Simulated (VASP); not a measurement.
# Sc (Fd-3m) in VASP: single point with LDA

Aim: the single point of Sc with LDA.

Program: VASP 6.6.1. These are calculated values, not measurements. Logs are shortened: lines on timing, memory, paths and dates and some standing lists are left out, and cuts for length are marked.

## 1. The cell of the first run

It takes space group Fd-3m (No. 227, cubic). The conventional cell has a = 6.030 Å, b = 6.030 Å, c = 6.030 Å, α = 90.00°, β = 90.00°, γ = 90.00°. Within 3.4 Å of Sc (site symmetry -43m) lie 4 Sc at 2.61 Å.

This isn't the form of Sc at room conditions, which is hcp.

## 2. Single point, LDA

INCAR reads:

```
PREC = Accurate
ENCUT = 520
EDIFF = 1E-7
ISMEAR = -1
SIGMA = 0.13605693000000002
LREAL = F
LASPH = T
NELM = 80
ALGO = Normal
ISIF = 2
LWAVE = F
LCHARG = T
GGA = CA
LELF = T
LVHAR = T
NBANDS = 18
```

KPOINTS reads:

```
Automatic mesh
0
Gamma
  8 8 8
```

POSCAR reads:

```
Sc
1.0
    0.0000000000      3.0149622896      3.0149622896
    3.0149622896      0.0000000000      3.0149622896
    3.0149622896      3.0149622896      0.0000000000
Sc
2
Direct
    0.0000000000      0.0000000000      0.0000000000
    0.2500000000      0.2500000000      0.2500000000
```

Potentials or basis: VASP PAW LDA potentials, release 64 (Sc_sv).

Launch:

```console
$ cat potpaw_LDA.64/Sc_sv/POTCAR > POTCAR
$ mpirun -np 1 vasp_std > vasp.out
```

OUTCAR:

```text
PREC = Accurate
   ENCUT = 520
   EDIFF = 1E-7
   ISMEAR = -1
   LREAL = F
   LASPH = T
   NELM = 80
   ISIF = 2
   GGA = CA

 ion  position               nearest neighbor table
   1  0.000  0.000  0.000-   2 2.61   2 2.61   2 2.61   2 2.61
   2  0.250  0.250  0.250-   1 2.61   1 2.61   1 2.61   1 2.61

  LATTYP: Found a face centered cubic cell.
 ALAT       =     6.0299245792

  Lattice vectors:

 A1 = (   0.0000000000,   3.0149622896,   3.0149622896)
 A2 = (   3.0149622896,   0.0000000000,   3.0149622896)
 A3 = (   3.0149622896,   3.0149622896,   0.0000000000)

Analysis of symmetry for initial positions (statically):
=====================================================================
 Subroutine PRICEL returns:
 Original cell was already a primitive cell.

 Routine SETGRP: Setting up the symmetry group for a
 face centered cubic supercell.

 Subroutine GETGRP returns: Found 48 space group operations
 (whereof 24 operations were pure point group operations)
 out of a pool of 48 trial point group operations.

The static configuration has the point symmetry T_d .
 The point group associated with its full space group is O_h .

Analysis of symmetry for dynamics (positions and initial velocities):
=====================================================================
 Subroutine PRICEL returns:
 Original cell was already a primitive cell.

 Routine SETGRP: Setting up the symmetry group for a
 face centered cubic supercell.

 Subroutine GETGRP returns: Found 48 space group operations
 (whereof 24 operations were pure point group operations)
 out of a pool of 48 trial point group operations.

The dynamic configuration has the point symmetry T_d .
 The point group associated with its full space group is O_h .

 Subroutine INISYM returns: Found 48 space group operations
 (whereof 24 operations are pure point group operations),
 and found     1 'primitive' translations

----------------------------------------------------------------------------------------

                                     Primitive cell

  volume of cell :      54.8120

  direct lattice vectors                    reciprocal lattice vectors
     0.000000000  3.014962290  3.014962290    -0.165839554  0.165839554  0.165839554
     3.014962290  0.000000000  3.014962290     0.165839554 -0.165839554  0.165839554
     3.014962290  3.014962290  0.000000000     0.165839554  0.165839554 -0.165839554

  length of vectors
     4.263800560  4.263800560  4.263800560     0.287242533  0.287242533  0.287242533

  position of ions in fractional coordinates (direct lattice)
     0.000000000  0.000000000  0.000000000
     0.250000000  0.250000000  0.250000000

  ion indices of the primitive-cell ions
   primitive index   ion index
                 1           1
                 2           2

----------------------------------------------------------------------------------------

 KPOINTS: Automatic mesh

Automatic generation of k-mesh.
 Grid dimensions read from file:
 generate k-points for:    8    8    8

 Generating k-lattice:

  Cartesian coordinates                     Fractional coordinates (reciprocal lattice)
    -0.020729944  0.020729944  0.020729944     0.125000000  0.000000000  0.000000000
     0.020729944 -0.020729944  0.020729944     0.000000000  0.125000000  0.000000000
     0.020729944  0.020729944 -0.020729944     0.000000000  0.000000000  0.125000000

  Length of vectors
     0.035905317  0.035905317  0.035905317

  Shift w.r.t. Gamma in fractional coordinates (k-lattice)
     0.000000000  0.000000000  0.000000000

 Subroutine IBZKPT returns following result:
 ===========================================

 Found     29 irreducible k-points:

 Following reciprocal coordinates:
            Coordinates               Weight
  0.000000  0.000000  0.000000      1.000000
  0.125000  0.000000  0.000000      8.000000
  0.250000  0.000000  0.000000      8.000000
  0.375000  0.000000  0.000000      8.000000
  0.500000  0.000000  0.000000      4.000000
  0.125000  0.125000  0.000000      6.000000
[... 16 lines left out ...]
  0.500000  0.250000  0.125000     48.000000
 -0.375000  0.250000  0.125000     24.000000
 [... further k-points ...]
   k-points           NKPTS =     29   k-points in BZ     NKDIM =     29   number of bands    NBANDS=     18
   number of dos      NEDOS =    301   number of ions     NIONS =      2
   total plane-waves  NPLWV =  32768
   dimension x,y,z NGX =    32 NGY =   32 NGZ =   32
   dimension x,y,z NGXF=    64 NGYF=   64 NGZF=   64
   ions per type =               2
   NGX,Y,Z   is equivalent  to a cutoff of  12.48, 12.48, 12.48 a.u.
   NGXF,Y,Z  is equivalent  to a cutoff of  24.95, 24.95, 24.95 a.u.
 SYSTEM =  unknown system
   PREC   = accura    normal or accurate (medium, high low for compatibility)
   ISTART =      0    job   : 0-new  1-cont  2-samecut
   ICHARG =      2    charge: 1-file 2-atom 10-const
   ISPIN  =      1    spin polarized calculation?
   LNONCOLLINEAR =      F non collinear calculations
   LSORBIT =      F    spin-orbit coupling
   LASPH  =      T    aspherical Exc in radial PAW
   ENCUT  =  520.0 eV  38.22 Ry    6.18 a.u.   7.93  7.93  7.93*2*pi/ulx,y,z
   NELM   =     80;   NELMIN=  2; NELMDL= -5     # of ELM steps
   EDIFF  = 0.1E-06   stopping-criterion for ELM
   LREAL  =      F    real-space projection
   EDIFFG = 0.1E-05   stopping-criterion for IOM
   NSW    =      0    number of steps for IOM
   IBRION =     -1    ionic relax: 0-MD 1-quasi-New 2-CG
   NFREE  =      0    steps in history (QN), initial steepest desc. (CG)
   ISIF   =      2    stress and relaxation
   ISYM   =      2    0-nonsym 1-usesym 2-fastsym
   POTIM  = 0.5000    time-step for ionic-motion
   TEBEG  =    0.0;   TEEND  =   0.0 temperature during run
   PSTRESS=    0.0 pullay stress
   NELECT =      22.0000    total number of electrons
   NUPDOWN=      -1.0000    fix difference up-down
   EMIN   =  10.00;   EMAX   =-10.00  energy-range for DOS
   EFERMI =   0.00;   METHOD = LEGACY
   ISMEAR =    -1;   SIGMA  =   0.14  broadening in eV -4-tet -1-fermi 0-gaus
   EFERMI_NEDOS =   21; number of points for ismear=-14 and -15
   IALGO  =     38    algorithm
   IMIX   =      4    mixing-type and parameters
     AMIX     =   0.40;   BMIX     =  1.00
     AMIX_MAG =   1.60;   BMIX_MAG =  1.00
  volume/ion in A,a.u.               =      27.41       184.94
  Fermi-wavevector in a.u.,A,eV,Ry     =   1.207602  2.282037 19.841413  1.458303
  Thomas-Fermi vector in A             =   2.343235
   LORBIT       =      0    0 simple, 1 ext, 2 COOP (PROOUT), +10 PAW based schemes
   GGA     = CA    functional components
   LHFCALC =     F    Hartree Fock is set to
   AEXX    =    0.0000 exact exchange contribution
   IVDW    =     0    specifies the selected vdW correction
   LEPSILON=     F    determine dielectric tensor
   LRPA    =     F    only Hartree local field effects (RPA)
 non-spin polarized calculation
  energy-cutoff  :      520.00
  volume of cell :       54.81
 maximum number of plane-waves:      1490
   NGX = 15   NGY = 15   NGZ = 15

 number of electron      22.0000000 magnetization

 Free energy of the ion-electron system (eV)
  ---------------------------------------------------
  ext. energy  EPLUGINS =         0.00000000
  ---------------------------------------------------
  free energy    TOTEN  =        -9.64925914 eV

  energy without entropy =       -9.38297001  energy(sigma->0) =       -9.51611458

 E-fermi :   2.6363     XC(G=0):  -9.4798

 val. band max:        2.5789798491   @ k =   0.5000   0.1250   0.0000
 cond. band min:       2.6403279214   @ k =   0.1250   0.1250   0.0000
 fundamental gap:      0.0613480723
 Fermi energy:         2.6362569984

 k-point     1 :       0.0000    0.0000    0.0000
  band No.  band energies     occupation
      1     -46.4191      2.00000
      2     -45.9241      2.00000
      3     -25.6012      2.00000
      4     -25.6012      2.00000
      5     -25.6012      2.00000
      6     -24.8766      2.00000
[... 10 lines left out ...]
     17       4.6332      0.00000
     18       7.0303      0.00000

 k-point     2 :       0.1250    0.0000    0.0000
  band No.  band energies     occupation
      1     -46.4054      2.00000
      2     -45.9384      2.00000
      3     -25.6159      2.00000
      4     -25.6159      2.00000
      5     -25.6026      2.00000
      6     -24.8777      2.00000
[... 10 lines left out ...]
     17       4.6165      0.00000
     18       7.0079      0.00000

 k-point     3 :       0.2500    0.0000    0.0000
  band No.  band energies     occupation
      1     -46.3681      2.00000
      2     -45.9769      2.00000
      3     -25.6491      2.00000
      4     -25.6491      2.00000
      5     -25.6073      2.00000
      6     -24.8791      2.00000
[... 10 lines left out ...]
     17       4.7456      0.00000
     18       6.9146      0.00000

 k-point     4 :       0.3750    0.0000    0.0000
  band No.  band energies     occupation
      1     -46.3215      2.00000
      2     -46.0248      2.00000
      3     -25.6797      2.00000
      4     -25.6797      2.00000
      5     -25.6135      2.00000
      6     -24.8787      2.00000
[... 375 lines left out ...]
      4     -25.6882      2.00000
      5     -25.5129      2.00000
      6     -24.9742      2.00000
[... 10 lines left out ...]
     17       5.0325      0.00000
     18       6.2726      0.00000

 k-point    23 :       0.5000    0.2500    0.1250
  band No.  band energies     occupation
      1     -46.2877      2.00000
      2     -46.0593      2.00000
      3     -25.7662      2.00000
      4     -25.7150      2.00000
      5     -25.4731      2.00000
      6     -25.0134      2.00000
[... 10 lines left out ...]
     17       5.4607      0.00000
     18       5.9933      0.00000

 k-point    24 :      -0.3750    0.2500    0.1250
  band No.  band energies     occupation
      1     -46.2611      2.00000
      2     -46.0863      2.00000
      3     -25.7810      2.00000
      4     -25.7274      2.00000
      5     -25.4552      2.00000
      6     -25.0307      2.00000
[... 10 lines left out ...]
     17       5.2832      0.00000
     18       6.4151      0.00000

 [... further k-points ...]

------------------------ aborting loop because EDIFF is reached ----------------------------------------

  FORCE on cell =-STRESS in cart. coord.  units (eV):
  Direction    XX          YY          ZZ          XY          YZ          ZX
  --------------------------------------------------------------------------------------
  -------------------------------------------------------------------------------------
  Total        0.0139388      0.0139388      0.0139388      0.0000000     -0.0000000      0.0000000
  in kB        0.4074383      0.4074383      0.4074383      0.0000000     -0.0000000      0.0000000
  external PRESSURE =       0.4074383 kB  Pullay stress =       0.0000000 kB

 VOLUME and BASIS-vectors are now :
 -----------------------------------------------------------------------------
  energy-cutoff  :      520.00
  volume of cell :       54.81
      direct lattice vectors                 reciprocal lattice vectors
     0.000000000  3.014962290  3.014962290    -0.165839554  0.165839554  0.165839554
     3.014962290  0.000000000  3.014962290     0.165839554 -0.165839554  0.165839554
     3.014962290  3.014962290  0.000000000     0.165839554  0.165839554 -0.165839554

 POSITION                                       TOTAL-FORCE (eV/Angst)
 -----------------------------------------------------------------------------------
      0.00000      0.00000      0.00000         0.000000     -0.000000     -0.000000
      1.50748      1.50748      1.50748        -0.000000      0.000000      0.000000
 -----------------------------------------------------------------------------------
    total drift:                               -0.000000      0.000000      0.000000

  FREE ENERGIE OF THE ION-ELECTRON SYSTEM (eV)
  ---------------------------------------------------
  free  energy   TOTEN  =        -9.6492591430 eV

  energy  without entropy=       -9.3829700143  energy(sigma->0) =       -9.51611458
```

Run time: 30 s. Hardware: 1 thread of Intel Xeon Platinum 8488C (Sapphire Rapids), shared host; peak memory 0.16 GiB.

What came out:

| Item | Value |
| --- | --- |
| Free energy | -9.6493 eV |
| Pressure | 0.0 GPa |
| Band gap on the k mesh | zero (bands 11 and 12 overlap by 0.68 eV) |

The gap in the log of VASP goes by the Fermi energy; the results here count the filled bands.